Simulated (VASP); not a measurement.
# CuW18S36 (a cell with a defect) in VASP: single point with PBE

Aim: the single point of CuW18S36 (a cell with a defect) with PBE.

Everything below comes from runs of VASP 6.6.1. Logs are shortened: lines on timing, memory, paths and dates and some standing lists are left out, and cuts for length are marked.

**1. The cell of the first run**

The cell holds a defect, 55 atoms: a = 9.381 Å, b = 9.381 Å, c = 12.165 Å, α = 90.00°, β = 90.00°, γ = 120.00°.

**2. Single point, PBE, collinear spin**

Input file INCAR:

```
SYSTEM = CuW18S36
  PREC = Accurate
  ENCUT = 520
  EDIFF = 1E-6
  ISMEAR = -1
  SIGMA = 0.01
  LREAL = Auto
  LASPH = .True.
  NELM = 200
  ALGO = Normal
  ISIF = 2
  LWAVE = .False.
  LCHARG = .False.
  ISPIN = 2
  MAGMOM = 0.01 0.01 0.06 0.04 0 0.01 0.01 0.02 0.17 0.04 0.01 0.05 0.03 0.02 0.06 0.01 0.01 0 0 0 0 0 0 0.01 0 0 0 0 0 0 0 0 0 0 0 0.01 0.01 0 0 0 0 0.01 0 0 0 0 0 0 0 0 0 0 0 0 0.02
  LORBIT = 11
  NUPDOWN = 1.0
  LMAXMIX = 4
  GGA = PE
  NBANDS = 276
  GGA_COMPAT = .False.
```

Input file KPOINTS:

```
regular mesh
0
Gamma
  1 1 1
  0 0 0
```

Input file POSCAR:

```
CuW18S36
1.0
    9.3812494600     -0.0000000900      0.0000000000
   -4.6906246600      8.1244004000      0.0000000000
    0.0000000000      0.0000000000     12.1647637100
W S Cu
18 36 1
Direct
    0.1111368997      0.2219128700      0.2526403367
    0.2221526550      0.1112543665      0.7472392573
    0.1111354123      0.5555321978      0.2526614633
    0.2199638973      0.4433495203      0.7452233530
    0.1133285910      0.8898106512      0.2546841085
    0.2221661591      0.7776442210      0.7472540541
    0.4431872452      0.2196940023      0.2546947951
    0.5557714072      0.1112515393      0.7472257757
    0.4441631557      0.5552478728      0.2540079753
    0.5554623240      0.4442787002      0.7458673441
    0.4431990969      0.8897851760      0.2546598581
    0.5555036478      0.7779555092      0.7458673441
    0.7775209045      0.2219272785      0.2526504479
    0.8900688607      0.1134622907      0.7451888270
    0.7778168668      0.5552441839      0.2540224433
    0.8900726730      0.4433432503      0.7452026374
    0.7778086259      0.8888828362      0.2539969599
    0.8891445706      0.7779494817      0.7458616720
    0.1114905819      0.2219184089      0.6165121805
    0.2225283569      0.1104938181      0.1241147823
    0.1107415374      0.2226464626      0.8757925147
    0.2217793137      0.1112696292      0.3833586177
    0.1115136268      0.5563216714      0.6165290324
    0.2227911992      0.4445710258      0.1237388605
    0.1107345564      0.5548144833      0.8758008995
    0.2209371994      0.4436212942      0.3824047150
    0.1123870951      0.8895378926      0.6174491490
    0.2225330389      0.7783376875      0.1241086992
    0.1104900810      0.8886247175      0.8761665458
    0.2217926851      0.7768467467      0.3833448073
    0.4438377562      0.2210101609      0.6174631237
    0.5546912177      0.1105012069      0.1241196324
    0.4448323888      0.2229529505      0.8761626822
    0.5561707382      0.1112383691      0.3833406148
    0.4437984922      0.5552924299      0.6174085399
    0.5551211818      0.4434936577      0.1249983178
    0.4437614466      0.5552605507      0.8749339694
    0.5551343990      0.4435915111      0.3824532980
    0.4438199246      0.8895148791      0.6174590135
    0.5551027089      0.7779223990      0.1249554892
    0.4448429369      0.8886446611      0.8761735332
    0.5551525352      0.7778809191      0.3824624227
    0.7771004645      0.2219101695      0.6165001786
    0.8884898812      0.1102506075      0.1237421487
    0.7785881143      0.2226676408      0.8757896375
    0.8894387006      0.1121444088      0.3823756968
    0.7781387458      0.5552809866      0.6173999906
    0.8885048097      0.4445796492      0.1237423953
    0.7781776169      0.5552382758      0.8748953333
    0.8894451587      0.4436251173      0.3824105516
    0.7781373256      0.8895696561      0.6173826454
    0.8895696556      0.7779221566      0.1249819591
    0.7781915188      0.8896848646      0.8749007588
    0.8894685001      0.7778991395      0.3824652176
    0.6667629764      0.6666382494     -0.0000429930
```

Potentials or basis: VASP PAW PBE potentials, release 64 (W_sv, S, Cu).

Run with:

```sh
> cat potpaw_PBE.64/W_sv/POTCAR potpaw_PBE.64/S/POTCAR potpaw_PBE.64/Cu/POTCAR > POTCAR
> mpirun -np 1 vasp_gam > vasp.out
```

OUTCAR:

```text
SYSTEM = CuW18S36
   PREC = Accurate
   ENCUT = 520
   EDIFF = 1E-6
   ISMEAR = -1
   LREAL = Auto
   LASPH = .True.
   NELM = 200
   ISIF = 2
   ISPIN = 2
   LORBIT = 11
   NUPDOWN = 1.0
   GGA = PE

 ion  position               nearest neighbor table
   1  0.111  0.222  0.253-  20 2.39  44 2.39  24 2.39  46 2.39  26 2.40  22 2.40   7 3.13  17 3.13
                             9 3.13   5 3.13   3 3.13  13 3.13
   2  0.222  0.111  0.747-  21 2.39  29 2.39  33 2.39  31 2.40  27 2.40  19 2.40  18 3.13  10 3.13
                            14 3.13   4 3.13   6 3.13   8 3.13
   3  0.111  0.556  0.253-  28 2.39  24 2.39  48 2.39  50 2.39  26 2.39  30 2.40  11 3.13   9 3.13
                            15 3.13   5 3.13  13 3.13   1 3.13
   4  0.220  0.443  0.745-  23 2.38  19 2.39  35 2.39  21 2.40  25 2.40  37 2.41  16 3.09  14 3.09
                             2 3.13   6 3.13  10 3.14  12 3.14
   5  0.113  0.890  0.255-  30 2.38  22 2.38  54 2.39  20 2.40  28 2.40  52 2.41   7 3.09  11 3.09
                             3 3.13   1 3.13  15 3.14  17 3.14
   6  0.222  0.778  0.747-  25 2.39  29 2.39  41 2.39  39 2.39  27 2.40  23 2.40  18 3.13  12 3.13
                             4 3.13  16 3.13   8 3.13   2 3.13
   7  0.443  0.220  0.255-  22 2.38  34 2.38  38 2.39  20 2.40  32 2.40  36 2.41   5 3.09  11 3.10
                             1 3.13  13 3.13   9 3.14  15 3.14
   8  0.556  0.111  0.747-  45 2.39  41 2.39  33 2.39  31 2.39  39 2.40  43 2.40  12 3.13  10 3.13
                            14 3.13  16 3.13   6 3.13   2 3.13
   9  0.444  0.555  0.254-  38 2.39  42 2.39  26 2.39  36 2.40  40 2.40  24 2.40   3 3.13   1 3.13
[... 40 lines left out ...]
  40  0.555  0.778  0.125-  55 2.36   9 2.40  17 2.40  11 2.41
  41  0.445  0.889  0.876-   8 2.39   6 2.39  12 2.40
  42  0.555  0.778  0.382-   9 2.39  17 2.39  11 2.39
  43  0.777  0.222  0.617-  14 2.38  16 2.38   8 2.40
  44  0.888  0.110  0.124-   1 2.39  13 2.39  17 2.40
  45  0.779  0.223  0.876-   8 2.39  16 2.40  14 2.40
  46  0.889  0.112  0.382-  17 2.39  13 2.39   1 2.39
  47  0.778  0.555  0.617-  18 2.39  10 2.39  16 2.39
  48  0.889  0.445  0.124-   3 2.39  13 2.39  15 2.40
  49  0.778  0.555  0.875-  55 2.36  10 2.40  18 2.40  16 2.41
  50  0.889  0.444  0.382-  15 2.39   3 2.39  13 2.39
  51  0.778  0.890  0.617-  18 2.39  12 2.39  14 2.39
  52  0.890  0.778  0.125-  55 2.36  15 2.40  17 2.40   5 2.41
  53  0.778  0.890  0.875-  55 2.37  12 2.40  18 2.40  14 2.41
  54  0.889  0.778  0.382-  15 2.39  17 2.39   5 2.39
  55  0.667  0.667  1.000-  52 2.36  49 2.36  40 2.36  37 2.37  53 2.37  36 2.37

  LATTYP: Found a hexagonal cell.
 ALAT       =     9.3812494600
 C/A-ratio  =     1.2967103968

  Lattice vectors:

 A1 = (   9.3812494600,  -0.0000000900,   0.0000000000)
 A2 = (  -4.6906246600,   8.1244004000,   0.0000000000)
 A3 = (   0.0000000000,   0.0000000000,  12.1647637100)

Analysis of symmetry for initial positions (statically):
=====================================================================
 Subroutine PRICEL returns:
 Original cell was already a primitive cell.

 Routine SETGRP: Setting up the symmetry group for a
 hexagonal supercell.

 Subroutine GETGRP returns: Found  1 space group operations
 (whereof  1 operations were pure point group operations)
 out of a pool of 24 trial point group operations.

The static configuration has the point symmetry C_1 .

Analysis of symmetry for dynamics (positions and initial velocities):
=====================================================================
 Subroutine PRICEL returns:
 Original cell was already a primitive cell.

 Routine SETGRP: Setting up the symmetry group for a
 hexagonal supercell.

 Subroutine GETGRP returns: Found  1 space group operations
 (whereof  1 operations were pure point group operations)
 out of a pool of 24 trial point group operations.

The dynamic configuration has the point symmetry C_1 .

Analysis of structural, dynamic, and magnetic symmetry:
=====================================================================
 Subroutine PRICEL returns:
 Original cell was already a primitive cell.

 Routine SETGRP: Setting up the symmetry group for a
 hexagonal supercell.

 Subroutine GETGRP returns: Found  1 space group operations
 (whereof  1 operations were pure point group operations)
 out of a pool of 24 trial point group operations.

The overall configuration has the point symmetry C_1 .

 Subroutine INISYM returns: Found  1 space group operations
 (whereof  1 operations are pure point group operations),
 and found     1 'primitive' translations

----------------------------------------------------------------------------------------

[... 179 lines left out ...]
   NFREE  =      0    steps in history (QN), initial steepest desc. (CG)
   ISIF   =      2    stress and relaxation
   ISYM   =      2    0-nonsym 1-usesym 2-fastsym
   POTIM  = 0.5000    time-step for ionic-motion
   TEBEG  =    0.0;   TEEND  =   0.0 temperature during run
   PSTRESS=    0.0 pullay stress
   NELECT =     479.0000    total number of electrons
   NUPDOWN=       1.0000    fix difference up-down
   EMIN   =  10.00;   EMAX   =-10.00  energy-range for DOS
   EFERMI =   0.00;   METHOD = LEGACY
   ISMEAR =    -1;   SIGMA  =   0.01  broadening in eV -4-tet -1-fermi 0-gaus
   EFERMI_NEDOS =   21; number of points for ismear=-14 and -15
   IALGO  =     38    algorithm
   IMIX   =      4    mixing-type and parameters
     AMIX     =   0.40;   BMIX     =  1.00
     AMIX_MAG =   1.60;   BMIX_MAG =  1.00
  volume/ion in A,a.u.               =      16.86       113.76
  Fermi-wavevector in a.u.,A,eV,Ry     =   1.313615  2.482372 23.478002  1.725584
  Thomas-Fermi vector in A             =   2.443925
   LORBIT       =     11    0 simple, 1 ext, 2 COOP (PROOUT), +10 PAW based schemes
   GGA     = PE    functional components
   LHFCALC =     F    Hartree Fock is set to
   AEXX    =    0.0000 exact exchange contribution
   IVDW    =     0    specifies the selected vdW correction
   LEPSILON=     F    determine dielectric tensor
   LRPA    =     F    only Hartree local field effects (RPA)
 spin polarized calculation
  energy-cutoff  :      520.00
  volume of cell :      927.16
 maximum number of plane-waves:     12542
 NGX is ok and might be reduce to    70
   NGX = 35   NGY = 35   NGZ = 45

 number of electron     478.9999993 magnetization       1.0000127

 Free energy of the ion-electron system (eV)
  ---------------------------------------------------
  ext. energy  EPLUGINS =         0.00000000
  ---------------------------------------------------
  free energy    TOTEN  =      -423.74329226 eV

  energy without entropy =     -423.74329174  energy(sigma->0) =     -423.74329200

 E-fermi :   8.4184     XC(G=0): -11.2411

 val. band max:        9.2196712904   @ k =   0.0000   0.0000   0.0000
 cond. band min:       9.3040258764   @ k =   0.0000   0.0000   0.0000
 fundamental gap:      0.0843545860
 Fermi energy:         9.3522375898

 spin component 1

 k-point     1 :       0.0000    0.0000    0.0000
  band No.  band energies     occupation
      1     -66.3891      1.00000
      2     -66.3890      1.00000
      3     -66.3764      1.00000
      4     -66.3763      1.00000
      5     -66.3763      1.00000
      6     -66.3763      1.00000
[... 243 lines left out ...]
    250       9.9022      0.00000
    251       9.9568      0.00000
 Fermi energy:         8.4183752692

 spin component 2

 k-point     1 :       0.0000    0.0000    0.0000
  band No.  band energies     occupation
      1     -66.3824      1.00000
      2     -66.3823      1.00000
      3     -66.3724      1.00000
      4     -66.3723      1.00000
      5     -66.3723      1.00000
      6     -66.3723      1.00000
[... 243 lines left out ...]
    250       9.9215      0.00000
    251       9.9686      0.00000
 [bands above 251 left out]

------------------------ aborting loop because EDIFF is reached ----------------------------------------

  FORCE on cell =-STRESS in cart. coord.  units (eV):
  Direction    XX          YY          ZZ          XY          YZ          ZX
  --------------------------------------------------------------------------------------
  -------------------------------------------------------------------------------------
  Total       54.7980915     54.7904536     45.4970431      0.0056900     -0.0274121     -0.0015369
  in kB       94.6935366     94.6803381     78.6209119      0.0098327     -0.0473694     -0.0026558
  external PRESSURE =      89.3315955 kB  Pullay stress =       0.0000000 kB

 VOLUME and BASIS-vectors are now :
 -----------------------------------------------------------------------------
  energy-cutoff  :      520.00
  volume of cell :      927.16
      direct lattice vectors                 reciprocal lattice vectors
     9.381249460 -0.000000090  0.000000000     0.106595610  0.061543003  0.000000000
    -4.690624660  8.124400400  0.000000000     0.000000001  0.123086007  0.000000000
     0.000000000  0.000000000 12.164763710     0.000000000  0.000000000  0.082204638

 POSITION                                       TOTAL-FORCE (eV/Angst)
 -----------------------------------------------------------------------------------
      0.00169      1.80291      3.07331        -0.002080      0.003028     -0.003445
      1.56222      0.90387      9.08999         0.002967     -0.000171      0.001889
     -1.56320      4.51337      3.07357         0.000605      0.000990     -0.004694
     -0.01605      3.60195      9.06547        -0.002718     -0.001329     -0.001506
     -3.11060      7.22918      3.09817         0.000499      0.002910      0.000662
     -1.56344      6.31789      9.09017        -0.000608     -0.000961      0.001146
[... 47 lines left out ...]
      4.69549      6.31996      4.65260        -0.001173      0.001594      0.012677
      3.12812      5.41604     12.16424        -0.001841     -0.001888     -0.001019
 -----------------------------------------------------------------------------------
    total drift:                                0.001953      0.002231      0.004254

  FREE ENERGIE OF THE ION-ELECTRON SYSTEM (eV)
  ---------------------------------------------------
  free  energy   TOTEN  =      -423.7432922596 eV

  energy  without entropy=     -423.7432917370  energy(sigma->0) =     -423.74329200

 total charge

# of ion       s       p       d       tot
------------------------------------------
    1        2.320   6.339   3.438  12.097
    2        2.320   6.339   3.438  12.096
    3        2.320   6.339   3.438  12.097
    4        2.319   6.337   3.450  12.106
    5        2.319   6.337   3.450  12.106
    6        2.320   6.339   3.438  12.096
[... 47 lines left out ...]
   54        1.360   2.380   0.000   3.740
   55        0.430   0.333   9.291  10.053
--------------------------------------------------
tot         91.082 200.137  71.299 362.518

 magnetization (x)

# of ion       s       p       d       tot
------------------------------------------
    1        0.000  -0.000   0.007   0.007
    2        0.000  -0.000   0.007   0.007
    3        0.000  -0.000   0.007   0.007
    4        0.001   0.001   0.050   0.052
    5        0.001   0.001   0.050   0.052
    6        0.000  -0.000   0.007   0.007
[... 47 lines left out ...]
   54        0.000  -0.001   0.000  -0.001
   55        0.083   0.003  -0.006   0.081
--------------------------------------------------
tot          0.118   0.039   0.531   0.688
```

Wall time 32 min (1 thread of AMD EPYC 7R13 (Zen 3), shared host); peak memory 1.3 GiB.

Results:

- Free energy: -423.7433 eV
- Pressure: 8.9 GPa
- Largest force: 0.013 eV/Å
- Net moment: 1.00 μB per cell
- Site moments: W +0.01, +0.05, +0.03 (each value once); S +0.00, -0.00 (each value once); Cu +0.08 μB
- Valence electrons inside the program's atomic spheres: W 12.10, 12.11 (each value once); S 3.74, 3.75 (each value once); Cu 10.05

Forces on the atoms (eV/Å):
```
W   -0.002  0.003 -0.003
W    0.003  0.000  0.002
W    0.001  0.001 -0.005
W   -0.003 -0.001 -0.002
W    0.000  0.003  0.001
W   -0.001 -0.001  0.001
W    0.004  0.003 -0.006
W    0.002  0.002  0.002
W   -0.003  0.002 -0.008
W    0.003  0.000  0.002
W    0.004  0.004  0.005
W   -0.002 -0.003  0.009
W   -0.001  0.000 -0.004
W   -0.001 -0.002  0.003
W    0.001 -0.001 -0.009
W   -0.003 -0.001 -0.003
W   -0.002  0.000 -0.002
W    0.002 -0.003  0.004
S   -0.001  0.001 -0.001
S   -0.003  0.001 -0.010
S    0.002 -0.002  0.006
S    0.001 -0.005  0.007
S   -0.002 -0.002 -0.002
S    0.003 -0.001 -0.006
S    0.001  0.004  0.006
S    0.002 -0.001  0.006
S   -0.002  0.002 -0.001
S   -0.002 -0.003 -0.009
S   -0.001 -0.001  0.004
S    0.001  0.003  0.009
S   -0.001  0.005 -0.003
S    0.003  0.003 -0.010
S   -0.002 -0.002  0.001
S    0.002 -0.003  0.007
S    0.004 -0.003 -0.005
S    0.000 -0.012 -0.005
S   -0.011 -0.005 -0.003
S    0.000 -0.002  0.012
S    0.001  0.004 -0.002
S   -0.009  0.005  0.003
S   -0.002 -0.002  0.003
S    0.001  0.002  0.007
S    0.000  0.002 -0.001
S    0.000  0.000 -0.010
S   -0.002 -0.003  0.002
S    0.001 -0.003  0.012
S   -0.001 -0.001 -0.004
S    0.000 -0.002 -0.008
S    0.008 -0.006 -0.003
S   -0.002 -0.001  0.008
S    0.001  0.002 -0.007
S    0.010  0.008 -0.001
S    0.002  0.013  0.000
S   -0.001  0.002  0.013
Cu  -0.002 -0.002 -0.001
```

Stress tensor (GPa, compression positive):
```
9.47 0.00 0.00
0.00 9.47 0.00
0.00 0.00 7.86
```

Caveat: the k points lie up to 0.77 Å⁻¹ apart; spin-orbit coupling is left out, which moves the levels of the heavy elements; the total moment is fixed, so each spin has its own Fermi level and the state may be an excited one.
